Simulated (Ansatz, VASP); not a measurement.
One calculation of NaF, two programs

```xyz
2
Lattice="2.7935 0.0000 0.0000 0.0000 2.7935 0.0000 0.0000 0.0000 2.7935" Properties=species:S:1:pos:R:3 pbc="T T T"
Na    0.0000    0.0000    0.0000
F     1.3967    1.3967    1.3967
```

Alike in both runs: task single point; functional HSE06; k mesh 4 × 4 × 4; no spin polarisation.

|  | VASP | Ansatz |
| --- | --- | --- |
| version | VASP 6.6.1 | Ansatz 0.2.0 |
| potentials or method | VASP PAW PBE potentials, release 64 (Na_pv, F) | plane waves, PAW |
| plane-wave cutoff (eV) | 520 | 420 |
| occupations | gaussian, width 0.01 eV | fixed |
| valence electrons in the cell | 14 | 16 |

```tsv
	VASP	Ansatz	Ansatz less VASP
gap on the k mesh at the Fermi level (eV)	8.30	8.33	+0.033
pressure (GPa)	1.9	1.8	-0.06
```

VASP's potentials hold 14 valence electrons a cell and Ansatz's 16, so a difference there can come from the potentials and not from the codes. Ansatz's warnings: stress exchange threshold loose, stress scf threshold loose.

The k mesh is coarse, so the values compare programs but aren't converged.
